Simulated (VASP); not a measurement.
Here is a VASP 6.6.1 calculation.

The input INCAR:

```
  PREC = Accurate
  ENCUT = 820
  EDIFF = 1E-6
  ISMEAR = 0
  SIGMA = 0.1
  LREAL = F
  LASPH = T
  NELM = 120
  ALGO = Normal
  ISIF = 2
  LWAVE = F
  LCHARG = F
  GGA = PS
  NBANDS = 33
  GGA_COMPAT = F
```

The input KPOINTS:

```
Automatic mesh
0
Gamma
  4 4 4
```

POSCAR

```
CuO
1.0
    2.8795009639      0.0000000000      0.0000000000
    0.0390727580      2.8792794796      0.0000000000
    0.0174953863      0.0172449008      5.1763391994
Cu O
2 2
Direct
    0.5000000000      0.0000000000      0.5000000000
    0.0000000000      0.5000000000      0.0000000000
    0.0015760300      0.9983282200      0.2501129000
    0.9984239700      0.0016717800      0.7498871000
```

Potentials or basis: VASP PAW PBE potentials, release 64 (Cu_sv_GW, O).

Launch:

```console
$ cat potpaw_PBE.64/Cu_sv_GW/POTCAR potpaw_PBE.64/O/POTCAR > POTCAR
$ mpirun -np 1 vasp_std > vasp.out
```

Q: Estimate the largest force.

A: 0.014 eV/Å.

Q: What does it give for the band gap on the k mesh?

A: Zero (bands 25 and 26 overlap by 1.13 eV).

Forces in eV/Å, atoms in the order of the input:
```
Cu   0.000  0.000  0.000
Cu   0.000  0.000  0.000
O   -0.007  0.009 -0.009
O    0.007 -0.009  0.009
```

Caveat: the k points lie up to 0.55 Å⁻¹ apart, too coarse for converged energies and pressures of a metal; the PAW data sets were made with another functional, which shifts forces and pressure a little; semilocal functionals often make such compounds metallic where correlation or magnetic order opens a gap, which also shifts bond lengths. With open d or f shells a metallic result of PBEsol can be an artefact of self-interaction; +U or a hybrid may open a gap.
